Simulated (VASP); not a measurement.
Set up this calculation in VASP 6.6.1, as the native input.

* Task: single point
* Functional: PBE
* Potentials or basis: VASP PAW PBE potentials, release 64 (Sb)
* Cutoff: 520 eV
* k mesh: 11 × 11 × 11
* Occupations: fermi-dirac, width 0.1 eV
* Spin: no spin polarisation
* Dipole correction: no
* Further INCAR settings: ALGO = Normal; EDIFF = 1e-06; NBANDS = 8

The structure of Sb lies in POSCAR:

```
Sb
1.0
    3.0205975233      0.0000000000      0.0000000000
    0.0000000000      3.0205975233      0.0000000000
    0.0000000000      0.0000000000      3.0205975233
Sb
1
Direct
    0.0000000000      0.0000000000      0.0000000000
```

This cell differs from its parent crystal: volume scaled by 0.92.

The input as run:

INCAR

```
SYSTEM = Sb
PREC = Accurate
ENCUT = 520
EDIFF = 1E-6
ISMEAR = -1
SIGMA = 0.1
LREAL = .False.
LASPH = .True.
NELM = 80
ALGO = Normal
ISIF = 2
LWAVE = .False.
LCHARG = .False.
GGA = PE
NBANDS = 8
```

KPOINTS

```
Automatic mesh
0
Gamma
  11 11 11
  0 0 0
```

Potentials or basis: VASP PAW PBE potentials, release 64 (Sb).

The run is started by

```sh
$ cat potpaw_PBE.64/Sb/POTCAR > POTCAR
$ mpirun -np 1 vasp_std > vasp.out
```

Results of the run:

- Pressure: 6.0 GPa

It took 3 s on 1 thread of Intel(R) Xeon(R) 6975P-C (Granite Rapids), on a shared host, peak memory 0.14 GiB.
